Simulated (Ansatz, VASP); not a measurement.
# CdS: VASP beside Ansatz

```
Cd S
1.0
     0.00000    2.93921    2.93921
     3.10499    0.00000    2.93921
     3.10499    2.93921    0.00000
Cd S
1 1
Direct
  0.00000 0.00000 0.00000
  0.25000 0.25000 0.25000
```

Change from the starting cell: uniaxial_x strain +5.6%.

Alike in both runs: task single point; functional r2SCAN; k mesh 8 × 8 × 8; no spin polarisation.

|  | VASP | Ansatz |
| --- | --- | --- |
| version | VASP 6.6.1 | Ansatz 0.2.0 |
| potentials or method | VASP PAW PBE potentials, release 64 (Cd, S) | plane waves, PAW |
| plane-wave cutoff (eV) | 520 | 500 |
| occupations | gaussian, width 0.01 eV | fixed |
| valence electrons in the cell | 18 | 26 |

|  | VASP | Ansatz | Ansatz less VASP |
| --- | --- | --- | --- |
| gap on the k mesh at the Fermi level (eV) | 1.34 | 1.35 | +0.006 |
| pressure (GPa) | -2.8 | -3.0 | -0.23 |
| traceless stress, the component that is largest in VASP (GPa) | -0.88 | -0.89 | -0.008 |

VASP's potentials were made for PBE, not for r2SCAN. VASP's potentials hold 18 valence electrons a cell and Ansatz's 26, so a difference there can come from the potentials and not from the codes.
